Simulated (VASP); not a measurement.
# Ba (Fd-3m) in VASP: further runs

Runs on Ba. Level: RPBE. Tasks: single point.

Everything below comes from runs of VASP 6.6.1. Logs are shortened: lines on timing, memory, paths and dates and some standing lists are left out, and cuts for length are marked.

### 1 The cell of the first run

It takes space group Fd-3m (No. 227, cubic). The conventional cell has a = 9.994 Å, b = 9.994 Å, c = 9.994 Å, α = 90.00°, β = 90.00°, γ = 90.00°. Within 5.7 Å of Ba (site symmetry -43m) lie 4 Ba at 4.33 Å.

This isn't the form of Ba at room conditions, which is bcc.

### 2 Single point, RPBE (124.79 Å³/atom)

File INCAR:

```
SYSTEM = Ba
PREC = Accurate ; ENCUT = 520
EDIFF = 1E-6 ; ISMEAR = -1
SIGMA = 0.1 ; LREAL = .False.
LASPH = .True. ; NELM = 80
ALGO = Normal ; ISIF = 2
LWAVE = .False. ; LCHARG = .False.
GGA = RP ; NBANDS = 17
```

File KPOINTS:

```
Automatic mesh
0
Gamma
  6 6 6
  0 0 0
```

File POSCAR:

```
Ba
1.0
    0.0000000000      4.9971576443      4.9971576443
    4.9971576443      0.0000000000      4.9971576443
    4.9971576443      4.9971576443      0.0000000000
Ba
2
Direct
    0.1250000000      0.1250000000      0.1250000000
    0.8750000000      0.8750000000      0.8750000000
```

Potentials or basis: VASP PAW PBE potentials, release 64 (Ba_sv).

Launch:

```console
> cat potpaw_PBE.64/Ba_sv/POTCAR > POTCAR
> mpirun -np 1 vasp_std > vasp.out
```

OUTCAR:

```text
SYSTEM = Ba
   PREC = Accurate
   ENCUT = 520
   EDIFF = 1E-6
   ISMEAR = -1
   LREAL = .False.
   LASPH = .True.
   NELM = 80
   ISIF = 2
   GGA = RP

 ion  position               nearest neighbor table
   1  0.125  0.125  0.125-   2 4.33   2 4.33   2 4.33   2 4.33
   2  0.875  0.875  0.875-   1 4.33   1 4.33   1 4.33   1 4.33

  LATTYP: Found a face centered cubic cell.
 ALAT       =     9.9943152886

  Lattice vectors:

 A1 = (   0.0000000000,   4.9971576443,   4.9971576443)
 A2 = (   4.9971576443,   0.0000000000,   4.9971576443)
 A3 = (   4.9971576443,   4.9971576443,   0.0000000000)

Analysis of symmetry for initial positions (statically):
=====================================================================
 Subroutine PRICEL returns:
 Original cell was already a primitive cell.

 Routine SETGRP: Setting up the symmetry group for a
 face centered cubic supercell.

 Subroutine GETGRP returns: Found 48 space group operations
 (whereof 12 operations were pure point group operations)
 out of a pool of 48 trial point group operations.

The static configuration has the point symmetry D_3d.
 The point group associated with its full space group is O_h .

Analysis of symmetry for dynamics (positions and initial velocities):
=====================================================================
 Subroutine PRICEL returns:
 Original cell was already a primitive cell.

 Routine SETGRP: Setting up the symmetry group for a
 face centered cubic supercell.

 Subroutine GETGRP returns: Found 48 space group operations
 (whereof 12 operations were pure point group operations)
 out of a pool of 48 trial point group operations.

The dynamic configuration has the point symmetry D_3d.
 The point group associated with its full space group is O_h .

 Subroutine INISYM returns: Found 48 space group operations
 (whereof 12 operations are pure point group operations),
 and found     1 'primitive' translations

----------------------------------------------------------------------------------------

                                     Primitive cell

  volume of cell :     249.5739

  direct lattice vectors                    reciprocal lattice vectors
     0.000000000  4.997157644  4.997157644    -0.100056879  0.100056879  0.100056879
     4.997157644  0.000000000  4.997157644     0.100056879 -0.100056879  0.100056879
[... 71 lines left out ...]
   LNONCOLLINEAR =      F non collinear calculations
   LSORBIT =      F    spin-orbit coupling
   LASPH  =      T    aspherical Exc in radial PAW
   ENCUT  =  520.0 eV  38.22 Ry    6.18 a.u.  13.14 13.14 13.14*2*pi/ulx,y,z
   NELM   =     80;   NELMIN=  2; NELMDL= -5     # of ELM steps
   EDIFF  = 0.1E-05   stopping-criterion for ELM
   LREAL  =      F    real-space projection
   EDIFFG = 0.1E-04   stopping-criterion for IOM
   NSW    =      0    number of steps for IOM
   IBRION =     -1    ionic relax: 0-MD 1-quasi-New 2-CG
   NFREE  =      0    steps in history (QN), initial steepest desc. (CG)
   ISIF   =      2    stress and relaxation
   ISYM   =      2    0-nonsym 1-usesym 2-fastsym
   POTIM  = 0.5000    time-step for ionic-motion
   TEBEG  =    0.0;   TEEND  =   0.0 temperature during run
   PSTRESS=    0.0 pullay stress
   NELECT =      20.0000    total number of electrons
   NUPDOWN=      -1.0000    fix difference up-down
   EMIN   =  10.00;   EMAX   =-10.00  energy-range for DOS
   EFERMI =   0.00;   METHOD = LEGACY
   ISMEAR =    -1;   SIGMA  =   0.10  broadening in eV -4-tet -1-fermi 0-gaus
   EFERMI_NEDOS =   21; number of points for ismear=-14 and -15
   IALGO  =     38    algorithm
   IMIX   =      4    mixing-type and parameters
     AMIX     =   0.40;   BMIX     =  1.00
     AMIX_MAG =   1.60;   BMIX_MAG =  1.00
  volume/ion in A,a.u.               =     124.79       842.10
  Fermi-wavevector in a.u.,A,eV,Ry     =   0.705806  1.333779  6.777900  0.498162
  Thomas-Fermi vector in A             =   1.791416
   LORBIT       =      0    0 simple, 1 ext, 2 COOP (PROOUT), +10 PAW based schemes
   GGA     = RP    functional components
   LHFCALC =     F    Hartree Fock is set to
   AEXX    =    0.0000 exact exchange contribution
   IVDW    =     0    specifies the selected vdW correction
   LEPSILON=     F    determine dielectric tensor
   LRPA    =     F    only Hartree local field effects (RPA)
 non-spin polarized calculation
  energy-cutoff  :      520.00
  volume of cell :      249.57
 maximum number of plane-waves:      6754
 NGX is ok and might be reduce to    54
   NGX = 27   NGY = 27   NGZ = 27

 number of electron      19.9999997 magnetization

 Free energy of the ion-electron system (eV)
  ---------------------------------------------------
  ext. energy  EPLUGINS =         0.00000000
  ---------------------------------------------------
  free energy    TOTEN  =        -1.44427450 eV

  energy without entropy =       -1.19908147  energy(sigma->0) =       -1.32167798

 E-fermi :  -0.1431     XC(G=0):  -5.2825

 val. band max:       -0.1704218773   @ k =  -0.3333   0.1667   0.0000
 cond. band min:      -0.1098601964   @ k =   0.5000   0.3333   0.0000
 fundamental gap:      0.0605616809
 Fermi energy:        -0.1431025969

 k-point     1 :       0.0000    0.0000    0.0000
  band No.  band energies     occupation
      1     -30.1168      2.00000
      2     -30.0791      2.00000
      3     -15.3282      2.00000
      4     -15.3282      2.00000
      5     -15.3282      2.00000
      6     -15.1695      2.00000
[... 297 lines left out ...]
      4     -15.3593      2.00000
      5     -15.2502      2.00000
      6     -15.2502      2.00000
[... 9 lines left out ...]
     16       0.8872      0.00007
     17       1.8170      0.00000

------------------------ aborting loop because EDIFF is reached ----------------------------------------

  FORCE on cell =-STRESS in cart. coord.  units (eV):
  Direction    XX          YY          ZZ          XY          YZ          ZX
  --------------------------------------------------------------------------------------
  -------------------------------------------------------------------------------------
  Total        0.1374006      0.1374006      0.1374006      0.0000000      0.0000000      0.0000000
  in kB        0.8820637      0.8820637      0.8820637      0.0000000      0.0000000      0.0000000
  external PRESSURE =       0.8820637 kB  Pullay stress =       0.0000000 kB

 VOLUME and BASIS-vectors are now :
 -----------------------------------------------------------------------------
  energy-cutoff  :      520.00
  volume of cell :      249.57
      direct lattice vectors                 reciprocal lattice vectors
     0.000000000  4.997157644  4.997157644    -0.100056879  0.100056879  0.100056879
     4.997157644  0.000000000  4.997157644     0.100056879 -0.100056879  0.100056879
     4.997157644  4.997157644  0.000000000     0.100056879  0.100056879 -0.100056879

 POSITION                                       TOTAL-FORCE (eV/Angst)
 -----------------------------------------------------------------------------------
      1.24929      1.24929      1.24929         0.000000      0.000000      0.000000
      8.74503      8.74503      8.74503        -0.000000     -0.000000     -0.000000
 -----------------------------------------------------------------------------------
    total drift:                               -0.000000      0.000000     -0.000000

  FREE ENERGIE OF THE ION-ELECTRON SYSTEM (eV)
  ---------------------------------------------------
  free  energy   TOTEN  =        -1.4442744970 eV

  energy  without entropy=       -1.1990814696  energy(sigma->0) =       -1.32167798
```

OSZICAR:

```text
N       E                     dE             d eps       ncg     rms          rms(c)
DAV:   1     0.167053012277E+03    0.16705E+03   -0.71283E+03   544   0.858E+02
DAV:   2     0.153157934935E+02   -0.15174E+03   -0.14866E+03   851   0.183E+02
DAV:   3    -0.662905690868E+00   -0.15979E+02   -0.15887E+02   717   0.665E+01
DAV:   4    -0.142019756932E+01   -0.75729E+00   -0.75581E+00   859   0.104E+01
DAV:   5    -0.142830197326E+01   -0.81044E-02   -0.80988E-02   746   0.129E+00    0.157E+00
DAV:   6    -0.142890520420E+01   -0.60323E-03   -0.36979E-02   708   0.816E-01    0.943E-01
DAV:   7    -0.144174257888E+01   -0.12837E-01   -0.61898E-02   627   0.115E+00    0.133E-01
DAV:   8    -0.144400020584E+01   -0.22576E-02   -0.64134E-03   662   0.439E-01    0.357E-02
DAV:   9    -0.144411006994E+01   -0.10986E-03   -0.31114E-04   924   0.659E-02    0.247E-02
DAV:  10    -0.144426890050E+01   -0.15883E-03   -0.34515E-04   568   0.725E-02    0.562E-03
DAV:  11    -0.144427161760E+01   -0.27171E-05   -0.18305E-05   635   0.129E-02    0.399E-03
DAV:  12    -0.144427419194E+01   -0.25743E-05   -0.55498E-06   433   0.113E-02    0.645E-04
DAV:  13    -0.144427449702E+01   -0.30508E-06   -0.20714E-07   317   0.256E-03
   1 F= -.14442745E+01 E0= -.13216780E+01  d E =-.245193E+00
```

It took 49 s on 1 thread of Intel Xeon Platinum 8488C (Sapphire Rapids), shared host; peak memory 0.39 GiB.

Results:

```
Free energy            : -1.4443 eV
Pressure               : 0.1 GPa
Band gap on the k mesh : zero (bands 10 and 11 overlap by 0.47 eV)
```

Caveat: the PAW data sets were made with another functional, which shifts forces and pressure a little; spin-orbit coupling is left out, which moves the levels of the heavy elements.

### 3 Single point, RPBE (130.46 Å³/atom)

This run uses another cell than the first one, of 130.46 Å³/atom.

File INCAR:

```
  PREC = Accurate
  ENCUT = 520
  EDIFF = 1E-6
  ISMEAR = -1
  SIGMA = 0.1
  LREAL = F
  LASPH = T
  NELM = 80
  ALGO = Normal
  ISIF = 2
  LWAVE = F
  LCHARG = T
  GGA = RP
  LELF = T
  LVHAR = T
  NBANDS = 17
```

File KPOINTS:

```
Automatic mesh
0
Gamma
  6 6 6
```

File POSCAR:

```
Ba
1.0
    0.0000000000      5.0717530844      5.0717530844
    5.0717530844      0.0000000000      5.0717530844
    5.0717530844      5.0717530844      0.0000000000
Ba
2
Direct
    0.1250000000      0.1250000000      0.1250000000
    0.8750000000      0.8750000000      0.8750000000
```

Potentials or basis: VASP PAW PBE potentials, release 64 (Ba_sv).

Launch:

```console
> cat potpaw_PBE.64/Ba_sv/POTCAR > POTCAR
> mpirun -np 1 vasp_std > vasp.out
```

Run time: 52 s. Hardware: 1 thread of Intel Xeon Platinum 8488C (Sapphire Rapids), shared host; peak memory 0.4 GiB.

Results (log left out):

```yaml
Free_energy: -1.4500 eV
Pressure: 0.1 GPa
Band_gap_on_the_k_mesh: zero (bands 10 and 11 overlap by 0.45 eV)
```

Levels at points of the mesh, in eV from the Fermi level:
```
           k point  band 8  band 9  band 10  band 11  band 12  band 13
(0.00, 0.00, 0.00)  -15.07   -1.99     0.42     0.42     0.44     0.44
(0.50, 0.00, 0.00)  -15.06   -1.17    -0.20     0.36     0.39     0.39
(0.50, 0.50, 0.00)  -15.05   -0.47    -0.47    -0.03    -0.03     0.60
```

Caveat: the PAW data sets were made with another functional, which shifts forces and pressure a little; spin-orbit coupling is left out, which moves the levels of the heavy elements.

### 4 Single point, RPBE (136.13 Å³/atom)

This run uses another cell than the first one, of 136.13 Å³/atom.

File INCAR:

```
SYSTEM = Ba
PREC = Accurate
ENCUT = 520
EDIFF = 1E-7
ISMEAR = -1
SIGMA = 0.1
LREAL = .FALSE.
LASPH = .TRUE.
NELM = 100
ALGO = Normal
ISIF = 2
LWAVE = .FALSE.
LCHARG = .TRUE.
GGA = RP
LELF = .TRUE.
LVHAR = .TRUE.
NBANDS = 17
```

File KPOINTS:

```
regular mesh
0
G
  6 6 6
  0 0 0
```

File POSCAR:

```
Ba
1.0
    0.0000000000      5.1442164901      5.1442164901
    5.1442164901      0.0000000000      5.1442164901
    5.1442164901      5.1442164901      0.0000000000
Ba
2
Direct
    0.1250000000      0.1250000000      0.1250000000
    0.8750000000      0.8750000000      0.8750000000
```

Potentials or basis: VASP PAW PBE potentials, release 64 (Ba_sv).

Launch:

```console
> cat potpaw_PBE.64/Ba_sv/POTCAR > POTCAR
> mpirun -np 1 vasp_std > vasp.out
```

OUTCAR:

```text
SYSTEM = Ba
   PREC = Accurate
   ENCUT = 520
   EDIFF = 1E-7
   ISMEAR = -1
   LREAL = .FALSE.
   LASPH = .TRUE.
   NELM = 100
   ISIF = 2
   GGA = RP

 ion  position               nearest neighbor table
   1  0.125  0.125  0.125-   2 4.46   2 4.46   2 4.46   2 4.46
   2  0.875  0.875  0.875-   1 4.46   1 4.46   1 4.46   1 4.46

  LATTYP: Found a face centered cubic cell.
 ALAT       =    10.2884329802

  Lattice vectors:

 A1 = (   0.0000000000,   5.1442164901,   5.1442164901)
 A2 = (   5.1442164901,   0.0000000000,   5.1442164901)
 A3 = (   5.1442164901,   5.1442164901,   0.0000000000)

Analysis of symmetry for initial positions (statically):
=====================================================================
 Subroutine PRICEL returns:
 Original cell was already a primitive cell.

 Routine SETGRP: Setting up the symmetry group for a
 face centered cubic supercell.

 Subroutine GETGRP returns: Found 48 space group operations
 (whereof 12 operations were pure point group operations)
 out of a pool of 48 trial point group operations.

[... 150 lines left out ...]
  free energy    TOTEN  =        -1.45414472 eV

  energy without entropy =       -1.21701104  energy(sigma->0) =       -1.33557788

 E-fermi :  -0.2726     XC(G=0):  -5.0553

 val. band max:       -0.2762196738   @ k =   0.5000   0.5000   0.0000
 cond. band min:      -0.2718584867   @ k =  -0.3333   0.5000   0.1667
 fundamental gap:      0.0043611871
 Fermi energy:        -0.2725972634

 k-point     1 :       0.0000    0.0000    0.0000
  band No.  band energies     occupation
      1     -30.3240      2.00000
      2     -30.2981      2.00000
      3     -15.5123      2.00000
      4     -15.5123      2.00000
      5     -15.5123      2.00000
      6     -15.3907      2.00000
[... 297 lines left out ...]
      4     -15.5353      2.00000
      5     -15.4524      2.00000
      6     -15.4524      2.00000
[... 9 lines left out ...]
     16       0.7015      0.00012
     17       1.5473      0.00000

------------------------ aborting loop because EDIFF is reached ----------------------------------------

  FORCE on cell =-STRESS in cart. coord.  units (eV):
  Direction    XX          YY          ZZ          XY          YZ          ZX
  --------------------------------------------------------------------------------------
  -------------------------------------------------------------------------------------
  Total        0.0726852      0.0726852      0.0726852     -0.0000000      0.0000000      0.0000000
  in kB        0.4277294      0.4277294      0.4277294     -0.0000000      0.0000000      0.0000000
  external PRESSURE =       0.4277294 kB  Pullay stress =       0.0000000 kB

 VOLUME and BASIS-vectors are now :
 -----------------------------------------------------------------------------
  energy-cutoff  :      520.00
  volume of cell :      272.26
      direct lattice vectors                 reciprocal lattice vectors
     0.000000000  5.144216490  5.144216490    -0.097196531  0.097196531  0.097196531
     5.144216490  0.000000000  5.144216490     0.097196531 -0.097196531  0.097196531
     5.144216490  5.144216490  0.000000000     0.097196531  0.097196531 -0.097196531

 POSITION                                       TOTAL-FORCE (eV/Angst)
 -----------------------------------------------------------------------------------
      1.28605      1.28605      1.28605        -0.000000     -0.000000     -0.000000
      9.00238      9.00238      9.00238         0.000000      0.000000      0.000000
 -----------------------------------------------------------------------------------
    total drift:                               -0.000000      0.000000     -0.000000

  FREE ENERGIE OF THE ION-ELECTRON SYSTEM (eV)
  ---------------------------------------------------
  free  energy   TOTEN  =        -1.4541447198 eV

  energy  without entropy=       -1.2170110443  energy(sigma->0) =       -1.33557788
```

Wall time 57 s (1 thread of Intel Xeon Platinum 8488C (Sapphire Rapids), shared host); peak memory 0.41 GiB.

What came out:

| Item | Value |
| --- | --- |
| Free energy | -1.4541 eV |
| Pressure | 0.0 GPa |
| Band gap on the k mesh | zero (bands 10 and 11 overlap by 0.42 eV) |

Caveat: the PAW data sets were made with another functional, which shifts forces and pressure a little; spin-orbit coupling is left out, which moves the levels of the heavy elements.

### 5 Single point, RPBE (141.80 Å³/atom)

This run uses another cell than the first one, of 141.80 Å³/atom.

File INCAR:

```
PREC = Accurate
ENCUT = 520
EDIFF = 1E-7
ISMEAR = -1
SIGMA = 0.1
LREAL = False
LASPH = True
NELM = 80
ALGO = Normal
ISIF = 2
LWAVE = False
LCHARG = False
GGA = RP
NBANDS = 17
```

File KPOINTS:

```
regular mesh
0
Gamma
  6 6 6
```

File POSCAR:

```
Ba
1.0
    0.0000000000      5.2146939669      5.2146939669
    5.2146939669      0.0000000000      5.2146939669
    5.2146939669      5.2146939669      0.0000000000
Ba
2
Direct
    0.1250000000      0.1250000000      0.1250000000
    0.8750000000      0.8750000000      0.8750000000
```

Launch:

```console
> cat potpaw_PBE.64/Ba_sv/POTCAR > POTCAR
> mpirun -np 1 vasp_std > vasp.out
```

Run time: 58 s. Hardware: 1 thread of Intel Xeon Platinum 8488C (Sapphire Rapids), shared host; peak memory 0.43 GiB.

The run converged. Its results:

- Free energy: -1.4561 eV
- Pressure: 0.0 GPa
- Band gap on the k mesh: zero (bands 10 and 11 overlap by 0.37 eV)

Levels at points of the mesh, in eV from the Fermi level:
```
           k point  band 7  band 8  band 9  band 10  band 11  band 12  band 13  band 14
(0.00, 0.00, 0.00)  -15.16  -15.16   -1.95     0.39     0.39     0.39     0.43     0.43
(0.50, 0.00, 0.00)  -15.15  -15.15   -1.20    -0.24     0.34     0.40     0.40     0.49
(0.50, 0.50, 0.00)  -15.14  -15.14   -0.55    -0.55     0.02     0.02     0.55     0.55
```

Caveat: the PAW data sets were made with another functional, which shifts forces and pressure a little; spin-orbit coupling is left out, which moves the levels of the heavy elements.

### 6 Single point, RPBE (147.48 Å³/atom)

This run uses another cell than the first one, of 147.48 Å³/atom.

File INCAR:

```
SYSTEM = Ba
PREC = Accurate
ENCUT = 520
EDIFF = 1E-6
ISMEAR = -1
SIGMA = 0.1
LREAL = .FALSE.
LASPH = .TRUE.
NELM = 80
ALGO = Normal
ISIF = 2
LWAVE = .FALSE.
LCHARG = .FALSE.
GGA = RP
NBANDS = 17
```

File KPOINTS:

```
regular mesh
0
G
  6 6 6
  0 0 0
```

File POSCAR:

```
Ba
1.0
    0.0000000000      5.2833162307      5.2833162307
    5.2833162307      0.0000000000      5.2833162307
    5.2833162307      5.2833162307      0.0000000000
Ba
2
Direct
    0.1250000000      0.1250000000      0.1250000000
    0.8750000000      0.8750000000      0.8750000000
```

Potentials or basis: VASP PAW PBE potentials, release 64 (Ba_sv).

Launch:

```console
> cat potpaw_PBE.64/Ba_sv/POTCAR > POTCAR
> mpirun -np 1 vasp_std > vasp.out
```

Run time: 52 s. Hardware: 1 thread of Intel Xeon Platinum 8488C (Sapphire Rapids), shared host; peak memory 0.44 GiB.

It converged, with:

```
Free energy            : -1.4556 eV
Pressure               : 0.0 GPa
Band gap on the k mesh : zero (bands 10 and 11 overlap by 0.33 eV)
```

Levels at points of the mesh, in eV from the Fermi level:
| k point | band 6 | band 7 | band 8 | band 9 | band 10 | band 11 | band 12 | band 13 | band 14 | band 15 |
| --- | --- | --- | --- | --- | --- | --- | --- | --- | --- | --- |
| (0.00, 0.00, 0.00) | -15.20 | -15.20 | -15.20 | -1.93 | 0.37 | 0.37 | 0.37 | 0.43 | 0.43 | 1.11 |
| (0.50, 0.00, 0.00) | -15.21 | -15.20 | -15.20 | -1.21 | -0.25 | 0.34 | 0.41 | 0.41 | 0.47 | 0.47 |
| (0.50, 0.50, 0.00) | -15.25 | -15.19 | -15.19 | -0.59 | -0.59 | 0.04 | 0.04 | 0.53 | 0.53 | 1.29 |

Caveat: the PAW data sets were made with another functional, which shifts forces and pressure a little; spin-orbit coupling is left out, which moves the levels of the heavy elements.

### 7 Overview

```tsv
cell	gap on the mesh (eV)	pressure (GPa)
a = 7.067 Å, angles 60.0°, 2 atoms	none	0.1
a = 7.173 Å, angles 60.0°, 2 atoms	none	0.1
a = 7.275 Å, angles 60.0°, 2 atoms	none	0.0
a = 7.375 Å, angles 60.0°, 2 atoms	none	0.0
a = 7.472 Å, angles 60.0°, 2 atoms	none	0.0
```

Alike in all rows: task single point; level RPBE; potentials or basis VASP PAW PBE potentials, release 64 (Ba_sv); no spin polarisation; k mesh 6 × 6 × 6; cutoff (eV) 520; smearing fermi-dirac 0.1 eV.

Caveats: the PAW data sets were made with another functional, which shifts forces and pressure a little; spin-orbit coupling is left out, which moves the levels of the heavy elements.

Total energies depend on the potentials used, so only differences within one code and one set of settings carry meaning.
